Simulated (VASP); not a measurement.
# Sm3BRh (Pm-3m) in VASP: notebook, part 2 of 2

VASP 6.6.1.

### Step 3. Single point, PBE

This run uses another cell than the first one, of 25.12 Å³/atom.

INCAR

```
SYSTEM = Sm3BRh
  PREC = Accurate
  ENCUT = 500
  EDIFF = 1E-6
  ISMEAR = 0
  SIGMA = 0.1
  LREAL = .FALSE.
  LASPH = .TRUE.
  NELM = 200
  ALGO = Normal
  ISIF = 2
  LWAVE = .FALSE.
  LCHARG = .FALSE.
  GGA = PE
  NBANDS = 34
  GGA_COMPAT = .FALSE.
  LMAXMIX = 6
```

KPOINTS

```
Automatic mesh
0
G
  4 4 4
  0 0 0
```

POSCAR

```
Sm3BRh
1.0
    5.0078655537      0.0000000000      0.0000000000
    0.0000000000      5.0078655537      0.0000000000
    0.0000000000      0.0000000000      5.0078655537
Sm B Rh
3 1 1
Direct
    0.5000000000      0.5000000000      0.0000000000
    0.0000000000      0.5000000000      0.5000000000
    0.5000000000      0.0000000000      0.5000000000
    0.5000000000      0.5000000000      0.5000000000
    0.0000000000      0.0000000000      0.0000000000
```

Potentials or basis: VASP PAW PBE potentials, release 64 (Sm_3, B, Rh_pv), 4f in core.

Started as:

```
$ cat potpaw_PBE.64/Sm_3/POTCAR potpaw_PBE.64/B/POTCAR potpaw_PBE.64/Rh_pv/POTCAR > POTCAR
$ mpirun -np 1 vasp_std > vasp.out
```

OUTCAR:

```text
SYSTEM = Sm3BRh
   PREC = Accurate
   ENCUT = 500
   EDIFF = 1E-6
   ISMEAR = 0
   LREAL = .FALSE.
   LASPH = .TRUE.
   NELM = 200
   ISIF = 2
   GGA = PE

 ion  position               nearest neighbor table
   1  0.500  0.500  0.000-   4 2.50   4 2.50   2 3.54   5 3.54   2 3.54   3 3.54   3 3.54   3 3.54
                             5 3.54   3 3.54   2 3.54   5 3.54   2 3.54   5 3.54
   2  0.000  0.500  0.500-   4 2.50   4 2.50   1 3.54   5 3.54   1 3.54   5 3.54   3 3.54   5 3.54
                             5 3.54   1 3.54   3 3.54   3 3.54   1 3.54   3 3.54
   3  0.500  0.000  0.500-   4 2.50   4 2.50   1 3.54   5 3.54   1 3.54   5 3.54   1 3.54   2 3.54
                             2 3.54   1 3.54   2 3.54   5 3.54   5 3.54   2 3.54
   4  0.500  0.500  0.500-   1 2.50   2 2.50   3 2.50   1 2.50   3 2.50   2 2.50
   5  0.000  0.000  0.000-   1 3.54   2 3.54   3 3.54   2 3.54   3 3.54   1 3.54   2 3.54   2 3.54
                             1 3.54   3 3.54   3 3.54   1 3.54

  LATTYP: Found a simple cubic cell.
 ALAT       =     5.0078655537

  Lattice vectors:

 A1 = (   5.0078655537,   0.0000000000,   0.0000000000)
 A2 = (   0.0000000000,   5.0078655537,   0.0000000000)
 A3 = (   0.0000000000,   0.0000000000,   5.0078655537)

Analysis of symmetry for initial positions (statically):
=====================================================================
 Subroutine PRICEL returns:
 Original cell was already a primitive cell.

 Routine SETGRP: Setting up the symmetry group for a
 simple cubic supercell.

 Subroutine GETGRP returns: Found 48 space group operations
 (whereof 48 operations were pure point group operations)
 out of a pool of 48 trial point group operations.

The static configuration has the point symmetry O_h .

Analysis of symmetry for dynamics (positions and initial velocities):
=====================================================================
 Subroutine PRICEL returns:
 Original cell was already a primitive cell.

[... 119 lines left out ...]
  volume/ion in A,a.u.               =      25.12       169.51
  Fermi-wavevector in a.u.,A,eV,Ry     =   1.212306  2.290926 19.996287  1.469686
  Thomas-Fermi vector in A             =   2.347794
   LORBIT       =      0    0 simple, 1 ext, 2 COOP (PROOUT), +10 PAW based schemes
   GGA     = PE    functional components
   LHFCALC =     F    Hartree Fock is set to
   AEXX    =    0.0000 exact exchange contribution
   IVDW    =     0    specifies the selected vdW correction
   LEPSILON=     F    determine dielectric tensor
   LRPA    =     F    only Hartree local field effects (RPA)
 non-spin polarized calculation
 Gauss-broadening in eV      SIGMA  =   0.10
  energy-cutoff  :      500.00
  volume of cell :      125.59
 maximum number of plane-waves:      3218
 NGX is ok and might be reduce to    40
   NGX = 19   NGY = 19   NGZ = 19

 number of electron      50.9999996 magnetization

 Free energy of the ion-electron system (eV)
  ---------------------------------------------------
  ext. energy  EPLUGINS =         0.00000000
  ---------------------------------------------------
  free energy    TOTEN  =       -27.37454508 eV

  energy without entropy =      -27.34857386  energy(sigma->0) =      -27.36155947

 E-fermi :   3.6769     XC(G=0): -10.2077

 val. band max:        3.5396740428   @ k =   0.2500   0.2500   0.2500
 cond. band min:       3.6986116671   @ k =   0.2500   0.2500   0.0000
 fundamental gap:      0.1589376243
 Fermi energy:         3.6769294348

 k-point     1 :       0.0000    0.0000    0.0000
  band No.  band energies     occupation
      1     -41.6441      2.00000
      2     -41.6441      2.00000
      3     -41.6441      2.00000
      4     -37.1371      2.00000
      5     -37.0073      2.00000
      6     -37.0073      2.00000
[... 359 lines left out ...]
     33       6.2256      0.00000
     34       6.2256      0.00000

------------------------ aborting loop because EDIFF is reached ----------------------------------------

  FORCE on cell =-STRESS in cart. coord.  units (eV):
  Direction    XX          YY          ZZ          XY          YZ          ZX
  --------------------------------------------------------------------------------------
  -------------------------------------------------------------------------------------
  Total        0.4580803      0.4580803      0.4580803     -0.0000000     -0.0000000      0.0000000
  in kB        5.8437854      5.8437854      5.8437854     -0.0000000     -0.0000000      0.0000000
  external PRESSURE =       5.8437854 kB  Pullay stress =       0.0000000 kB

 VOLUME and BASIS-vectors are now :
 -----------------------------------------------------------------------------
  energy-cutoff  :      500.00
  volume of cell :      125.59
      direct lattice vectors                 reciprocal lattice vectors
     5.007865554  0.000000000  0.000000000     0.199685872  0.000000000  0.000000000
     0.000000000  5.007865554  0.000000000     0.000000000  0.199685872  0.000000000
     0.000000000  0.000000000  5.007865554     0.000000000  0.000000000  0.199685872

 POSITION                                       TOTAL-FORCE (eV/Angst)
 -----------------------------------------------------------------------------------
      2.50393      2.50393      0.00000         0.000000      0.000000      0.000000
      0.00000      2.50393      2.50393         0.000000      0.000000      0.000000
      2.50393      0.00000      2.50393         0.000000      0.000000      0.000000
      2.50393      2.50393      2.50393         0.000000      0.000000      0.000000
      0.00000      0.00000      0.00000         0.000000      0.000000      0.000000
 -----------------------------------------------------------------------------------
    total drift:                               -0.000000     -0.000000     -0.000000

  FREE ENERGIE OF THE ION-ELECTRON SYSTEM (eV)
  ---------------------------------------------------
  free  energy   TOTEN  =       -27.3745450797 eV

  energy  without entropy=      -27.3485738580  energy(sigma->0) =      -27.36155947
```

OSZICAR:

```text
N       E                     dE             d eps       ncg     rms          rms(c)
DAV:   1     0.489414169145E+03    0.48941E+03   -0.25584E+04   688   0.136E+03
DAV:   2    -0.154198137683E+02   -0.50483E+03   -0.49247E+03   750   0.406E+02
DAV:   3    -0.324924029619E+02   -0.17073E+02   -0.16608E+02   858   0.733E+01
DAV:   4    -0.328342930264E+02   -0.34189E+00   -0.33931E+00   792   0.953E+00
DAV:   5    -0.328440634461E+02   -0.97704E-02   -0.97614E-02   872   0.150E+00    0.150E+01
DAV:   6    -0.341185893709E+02   -0.12745E+01   -0.68988E+01   782   0.317E+01    0.181E+01
DAV:   7    -0.274060737525E+02    0.67125E+01   -0.19154E+01   750   0.197E+01    0.501E+00
DAV:   8    -0.274341420776E+02   -0.28068E-01   -0.16928E+00   822   0.438E+00    0.355E+00
DAV:   9    -0.274783213342E+02   -0.44179E-01   -0.77853E-01   796   0.414E+00    0.266E+00
DAV:  10    -0.273827451670E+02    0.95576E-01   -0.11979E-01   766   0.167E+00    0.904E-01
DAV:  11    -0.273743909557E+02    0.83542E-02   -0.32537E-02   844   0.706E-01    0.149E-01
DAV:  12    -0.273746911356E+02   -0.30018E-03   -0.12553E-03   732   0.166E-01    0.110E-01
DAV:  13    -0.273745486452E+02    0.14249E-03   -0.61176E-04   840   0.108E-01    0.213E-02
DAV:  14    -0.273745452858E+02    0.33594E-05   -0.46756E-05   758   0.335E-02    0.819E-03
DAV:  15    -0.273745450797E+02    0.20613E-06   -0.42991E-06   634   0.102E-02
   1 F= -.27374545E+02 E0= -.27361559E+02  d E =-.259712E-01
```

Wall time 30 s (1 thread of Intel Xeon 6975P-C (Granite Rapids), shared host); peak memory 0.24 GiB.

Results:

| Property | Result |
| --- | --- |
| Free energy | -27.3745 eV |
| Pressure | 0.6 GPa |
| Band gap on the k mesh | zero (an odd number of electrons rules out a gap without spin polarisation) |

Caveat: spin-orbit coupling is left out, which moves the levels of the heavy elements; the 4f electrons are frozen in the core, so they carry no moment and show no levels. Spin polarisation is off, so any magnetic state and its effect on volume and gap are missing.

### Step 4. Relaxation of cell and atoms, PBE

INCAR

```
SYSTEM = Sm3BRh
PREC     = Accurate       ! precision mode
ENCUT    = 500            ! plane-wave cutoff, eV
EDIFF    = 1E-7           ! SCF threshold, eV
ISMEAR   = 0              ! smearing method
SIGMA    = 0.1            ! smearing width, eV
LREAL    = .FALSE.        ! projectors in reciprocal space
LASPH    = .TRUE.         ! aspherical terms in the spheres
NELM     = 200            ! most SCF steps
ALGO     = Normal         ! electronic algorithm
ISIF     = 3              ! what is computed and relaxed
LWAVE    = .FALSE.        ! write WAVECAR
LCHARG   = .FALSE.        ! write CHGCAR
GGA      = PE             ! functional
IBRION   = 2              ! ionic algorithm
NSW      = 90             ! ionic steps
EDIFFG   = -0.04          ! ionic threshold
GGA_COMPAT= .FALSE.      
NELMIN   = 4            
LMAXMIX  = 6              ! l up to which the mixer works
```

KPOINTS is that of step 3.

Changes to POSCAR since step 3:

```diff
@@ -2,5 +2,5 @@
 1.0
-    5.0078655537      0.0000000000      0.0000000000
-    0.0000000000      5.0078655537      0.0000000000
-    0.0000000000      0.0000000000      5.0078655537
+    4.7104429000      0.0000000000      0.0000000000
+    0.0000000000      4.7104429000      0.0000000000
+    0.0000000000      0.0000000000      4.7104429000
 Sm B Rh
```

Started as:

```
$ cat potpaw_PBE.64/Sm_3/POTCAR potpaw_PBE.64/B/POTCAR potpaw_PBE.64/Rh_pv/POTCAR > POTCAR
$ mpirun -np 1 vasp_std > vasp.out
```

Run time: 66 s. Hardware: 1 thread of Intel Xeon 6975P-C (Granite Rapids), shared host; peak memory 0.22 GiB.

Results (log left out):

```yaml
Free_energy: -27.3583 eV
Relaxed_volume: 25.35 Å³/atom
Relaxed_cell: a = 5.023 Å, b = 5.023 Å, c = 5.023 Å, α = 90.00°, β = 90.00°, γ = 90.00°
Space_group_after_relaxing_to_0.1_Å: Pm-3m (No. 221)
Energy_gained_by_relaxing: 197.5 meV/atom
Ionic_steps: 3
Pressure_after_relaxing: 0.1 GPa
Band_gap_on_the_k_mesh: zero (an odd number of electrons rules out a gap without spin polarisation)
```

Step by step:
| step | energy change (eV) | largest force (eV/Å) | pressure (GPa) | volume (Å³) |
| --- | --- | --- | --- | --- |
| 1 | 0.0000 | 0.0000 | 16.59 | 104.52 |
| 2 | -0.7451 | 0.0000 | -5.41 | 140.81 |
| 3 | -0.9876 | 0.0000 | 0.13 | 126.77 |

Final structure:
```yaml
crystal:
  lattice:
    - [5.02346, 0.00000, 0.00000]
    - [0.00000, 5.02346, 0.00000]
    - [0.00000, 0.00000, 5.02346]
  atoms:
    - { symbol: Sm, position: [0.50000, 0.50000, 0.00000] }
    - { symbol: Sm, position: [0.00000, 0.50000, 0.50000] }
    - { symbol: Sm, position: [0.50000, 0.00000, 0.50000] }
    - { symbol: B, position: [0.50000, 0.50000, 0.50000] }
    - { symbol: Rh, position: [0.00000, 0.00000, 0.00000] }
```

Levels at points of the mesh, in eV from the Fermi level:
| k point | band 21 | band 22 | band 23 | band 24 | band 25 | band 26 | band 27 | band 28 | band 29 | band 30 |
| --- | --- | --- | --- | --- | --- | --- | --- | --- | --- | --- |
| (0.00, 0.00, 0.00) | -1.83 | -1.83 | 0.21 | 0.21 | 0.21 | 1.02 | 1.02 | 1.19 | 1.19 | 1.19 |
| (0.50, 0.00, 0.00) | -1.49 | -1.30 | -1.30 | -0.83 | 0.21 | 0.21 | 0.22 | 0.22 | 1.90 | 1.98 |
| (0.50, 0.50, 0.00) | -1.31 | -1.26 | -1.26 | -0.97 | -0.85 | -0.33 | -0.33 | 0.03 | 1.70 | 1.70 |
| (0.50, 0.50, 0.50) | -1.33 | -1.33 | -1.33 | -1.10 | -1.10 | 1.31 | 1.31 | 1.31 | 1.66 | 1.66 |

Caveat: the volume moved by over 15 % at a fixed basis, so the end points are rough; spin-orbit coupling is left out, which moves the levels of the heavy elements; the 4f electrons are frozen in the core, so they carry no moment and show no levels. Spin polarisation is off, so any magnetic state and its effect on volume and gap are missing.

### Step 5. Overview

```csv
task,cell,gap on the mesh (eV),pressure (GPa)
single point,"a = 4.710 Å, 5 atoms",none,16.6
single point,"a = 5.008 Å, 5 atoms",none,0.6
relaxation of cell and atoms,"relaxed from a = 4.710 Å, 5 atoms",none,0.1
```

Alike in all rows: level PBE; potentials or basis VASP PAW PBE potentials, release 64 (Sm_3, B, Rh_pv), 4f in core; no spin polarisation; k mesh 4 × 4 × 4; cutoff (eV) 500; smearing gaussian 0.1 eV.

Caveats: spin-orbit coupling is left out, which moves the levels of the heavy elements; the 4f electrons are frozen in the core, so they carry no moment and show no levels; the cell stands under pressure (at least some runs); the volume moved by over 15 % at a fixed basis, so the end points are rough (at least some runs).

Absolute energies hang on the potentials; compare differences alone.
